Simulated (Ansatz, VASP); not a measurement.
TiAl3 in VASP and in Ansatz

```xyz
4
Lattice="-1.9225 1.9225 4.3106 1.9225 -1.9225 4.3106 1.9225 1.9225 -4.3106" Properties=species:S:1:pos:R:3 pbc="T T T"
Ti    0.0000    0.0000    0.0000
Al    0.0000    0.0000    4.3106
Al    0.0000    1.9225    2.1553
Al    1.9225    0.0000    2.1553
```

Alike in both runs: functional PBE; k mesh 16 × 16 × 16; occupations gaussian, width 0.1 eV; no spin polarisation.

Ansatz relaxed the structure, and its values are those at the end. VASP's run is a single point on that final structure, the one shown.

```csv
,VASP,Ansatz
version,VASP 6.6.1,Ansatz 0.2.0
potentials or method,"VASP PAW PBE potentials, release 64 (Ti_sv, Al), cutoff 520 eV","scalar-relativistic, plane waves, PAW"
valence electrons in the cell,21,21
```

|  | VASP | Ansatz | Ansatz less VASP |
| --- | --- | --- | --- |
| gap on the k mesh at the Fermi level (eV) | none | none | - |
| pressure (GPa) | 0.0 | 0.0 | +0.02 |

A gap of «none» marks a metal or a gap that the smearing closes. The functional is the same, so the differences come from potentials, cutoffs and numerics.
